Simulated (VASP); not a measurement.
# MoS2: single point with PBEsol

MoS2:

```
Mo S
1.0
     6.28278   -5.44104    0.00000
     1.57069    8.16157    0.00000
     0.00000    0.00000   12.58509
Mo S
14 28
Direct
  0.19048 0.23810 0.25000
  0.90476 0.38095 0.25000
  0.61905 0.52381 0.25000
  0.33333 0.66667 0.25000
  0.04762 0.80952 0.25000
  0.76190 0.95238 0.25000
  0.47619 0.09524 0.25000
  0.95238 0.19048 0.75000
  0.66667 0.33333 0.75000
  0.38095 0.47619 0.75000
  0.09524 0.61905 0.75000
  0.80952 0.76190 0.75000
  0.52381 0.90476 0.75000
  0.23810 0.04762 0.75000
  0.19048 0.23810 0.62612
  0.90476 0.38095 0.62612
  0.61905 0.52381 0.62612
  0.33333 0.66667 0.62612
  0.04762 0.80952 0.62612
  0.76190 0.95238 0.62612
  0.47619 0.09524 0.62612
  0.95238 0.19048 0.37388
  0.66667 0.33333 0.37388
  0.38095 0.47619 0.37388
  0.09524 0.61905 0.37388
  0.80952 0.76190 0.37388
  0.52381 0.90476 0.37388
  0.23810 0.04762 0.37388
  0.19048 0.23810 0.87388
  0.90476 0.38095 0.87388
  0.61905 0.52381 0.87388
  0.33333 0.66667 0.87388
  0.04762 0.80952 0.87388
  0.76190 0.95238 0.87388
  0.47619 0.09524 0.87388
  0.95238 0.19048 0.12612
  0.66667 0.33333 0.12612
  0.38095 0.47619 0.12612
  0.09524 0.61905 0.12612
  0.80952 0.76190 0.12612
  0.52381 0.90476 0.12612
  0.23810 0.04762 0.12612
```

| Quantity | Value |
| --- | --- |
| Program | VASP 6.6.1 |
| Task | single point |
| Functional | PBEsol |
| Potentials or basis | VASP PAW PBE potentials, release 64 (Mo_sv, S) |
| Cutoff | 520 eV |
| k mesh | 2 × 2 × 2 |
| Occupations | gaussian, width 0.01 eV |
| Spin | no spin polarisation |
| Dipole correction | no |
| Further INCAR settings | LREAL = Auto; ALGO = Normal; EDIFF = 1e-06; NBANDS = 209 |

| Item | Value |
| --- | --- |
| Pressure | 0.0 GPa |
| Largest force | 0.006 eV/Å |
| Band gap on the k mesh | 1.24 eV |

Forces on the atoms (eV/Å):
```
Mo   0.000  0.000  0.000
Mo   0.000  0.000  0.000
Mo   0.000  0.000  0.000
Mo   0.000  0.000  0.000
Mo   0.000  0.000  0.000
Mo   0.000  0.000  0.000
Mo   0.000  0.000  0.000
Mo   0.000  0.000  0.000
Mo   0.000  0.000  0.000
Mo   0.000  0.000  0.000
Mo   0.000  0.000  0.000
Mo   0.000  0.000  0.000
Mo   0.000  0.000  0.000
Mo   0.000  0.000  0.000
S    0.000  0.000 -0.006
S    0.000  0.000 -0.006
S    0.000  0.000 -0.006
S    0.000  0.000 -0.006
S    0.000  0.000 -0.006
S    0.000  0.000 -0.006
S    0.000  0.000 -0.006
S    0.000  0.000  0.006
S    0.000  0.000  0.006
S    0.000  0.000  0.006
S    0.000  0.000  0.006
S    0.000  0.000  0.006
S    0.000  0.000  0.006
S    0.000  0.000  0.006
S    0.000  0.000  0.006
S    0.000  0.000  0.006
S    0.000  0.000  0.006
S    0.000  0.000  0.006
S    0.000  0.000  0.006
S    0.000  0.000  0.006
S    0.000  0.000  0.006
S    0.000  0.000 -0.006
S    0.000  0.000 -0.006
S    0.000  0.000 -0.006
S    0.000  0.000 -0.006
S    0.000  0.000 -0.006
S    0.000  0.000 -0.006
S    0.000  0.000 -0.006
```

Levels at points of the mesh, in eV from the valence-band top:
```tsv
k point	band 179	band 180	band 181	band 182	band 183	band 184	band 185	band 186
(0.00, 0.00, 0.00)	-1.28	-1.28	-1.12	0.00	1.24	1.24	1.24	1.24
(0.50, 0.00, 0.00)	-0.86	-0.86	-0.78	-0.78	1.27	1.27	1.44	1.44
(0.00, 0.00, 0.50)	-1.29	-1.29	-0.29	-0.29	1.55	1.55	1.55	1.55
(0.50, 0.00, 0.50)	-0.85	-0.85	-0.85	-0.85	1.55	1.55	1.55	1.55
```

Wall time 19 min on 1 thread of Intel(R) Xeon(R) Platinum 8259CL CPU @ 2.50GHz (Skylake/Cascade Lake), on a shared host, peak memory 0.99 GiB.

Caveat: the k points lie up to 0.44 Å⁻¹ apart; the PAW data sets were made with another functional, which shifts forces and pressure a little; this functional lacks dispersion, which binds layers or chains, so the pressure and a relaxed spacing across them are unreliable. A k mesh can miss the band edges.
